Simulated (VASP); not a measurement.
Wanted: the native input for a VASP 6.6.1 run.

```yaml
Task: single point
Functional: PBE
Potentials_or_basis: VASP PAW PBE potentials, release 64 (Ta_pv, Si)
Cutoff: 500 eV
k_mesh: 7 × 7 × 3
Occupations: gaussian, width 0.2 eV
Spin: no spin polarisation
Dipole_correction: no
Further_INCAR_settings: ALGO = Normal; EDIFF = 1e-06; NBANDS = 16
```

The structure of TaSi2 lies in POSCAR:

```
TaSi2
1.0
    2.6570622311      0.0000000000      0.0000000000
    0.0000000000      2.6570622311      0.0000000000
    0.0000000000      0.0000000000      7.6555536555
Ta Si
1 2
Direct
    0.0000000000      0.0000000000      0.5000000000
    0.0000000000      0.0000000000      0.1608130013
    0.0000000000      0.0000000000      0.8391869987
```

One way to write it, as run:

INCAR

```
SYSTEM = TaSi2
ALGO     = Normal         ! electronic algorithm
EDIFF    = 1E-6           ! SCF threshold, eV
ENCUT    = 500            ! plane-wave cutoff, eV
GGA      = PE             ! functional
GGA_COMPAT= .False.      
ISIF     = 2              ! what is computed and relaxed
ISMEAR   = 0              ! smearing method
LASPH    = .True.         ! aspherical terms in the spheres
LCHARG   = .False.        ! write CHGCAR
LREAL    = .False.        ! projectors in reciprocal space
LWAVE    = .False.        ! write WAVECAR
NBANDS   = 16             ! bands
NELM     = 120            ! most SCF steps
PREC     = Accurate       ! precision mode
SIGMA    = 0.2            ! smearing width, eV
```

KPOINTS

```
k-points
0
Gamma
  7 7 3
  0 0 0
```

Potentials or basis: VASP PAW PBE potentials, release 64 (Ta_pv, Si).

Launch:

```sh
$ cat potpaw_PBE.64/Ta_pv/POTCAR potpaw_PBE.64/Si/POTCAR > POTCAR
$ mpirun -np 1 vasp_std > vasp.out
```

It gave:

The pressure is 0.1 GPa and the largest force is 0.039 eV/Å.

Run time: 21 s on 1 thread of Intel Xeon 8259CL (shared host), peak memory 0.16 GiB.
